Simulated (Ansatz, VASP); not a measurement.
**TiC: VASP beside Ansatz**

Contents of INCAR:

```
ALGO = Normal
EDIFF = 1E-6
ENCUT = 520
GGA = PE
ISIF = 2
ISMEAR = 0
LASPH = True
LCHARG = True
LELF = True
LREAL = False
LVHAR = True
LWAVE = False
NBANDS = 15
NELM = 80
PREC = Accurate
SIGMA = 0.15
```

The input KPOINTS:

```
k-points
0
Gamma
  18 18 18
```

Contents of POSCAR:

```
TiC
1.0
    0.0000000000      2.0990800000      2.1640000000
    2.0990800000      0.0000000000      2.1640000000
    2.0990800000      2.0990800000      0.0000000000
Ti C
1 1
Direct
    0.0000000000      0.0000000000      0.0000000000
    0.5000000000      0.5000000000      0.5000000000
```

Input for Ansatz:

```yaml
crystal:
  lattice:
    - [0.0, 2.09908, 2.164]
    - [2.09908, 0.0, 2.164]
    - [2.09908, 2.09908, 0.0]
  atoms:
    - { symbol: Ti, position: [0.0, 0.0, 0.0] }
    - { symbol: C, position: [0.5, 0.5, 0.5] }
basis:
  ecutwfc: 420
kpoints:
  mp_grid: { grid: [18, 18, 18] }
hamiltonian:
  xc: pbe
scf:
  occupations: { method: gaussian, width: 0.15 }
output:
  forces: true
  stress: true
  eigenvalues: true
  write_density: true
  write_potential: true
  elf: true
  volumetric_format: npy
```

Change from the starting cell: strain -0.030 along x and y, +0.000 along z, atoms carried along.

Alike in both runs: task single point; functional PBE; k mesh 18 × 18 × 18; occupations gaussian, width 0.15 eV; no spin polarisation.

```csv
,VASP,Ansatz
version,VASP 6.6.1,Ansatz 0.2.0
potentials or method,"VASP PAW PBE potentials, release 64 (Ti_sv, C), cutoff 520 eV","scalar-relativistic, plane waves, PAW"
valence electrons in the cell,16,16
```

```tsv
	VASP	Ansatz	Ansatz less VASP
gap on the k mesh at the Fermi level (eV)	none	none	-
pressure (GPa)	19.0	18.8	-0.19
traceless stress, the component that is largest in VASP (GPa)	-10.11	-10.07	+0.045
```

A gap of «none» marks a metal or a gap that the smearing closes.
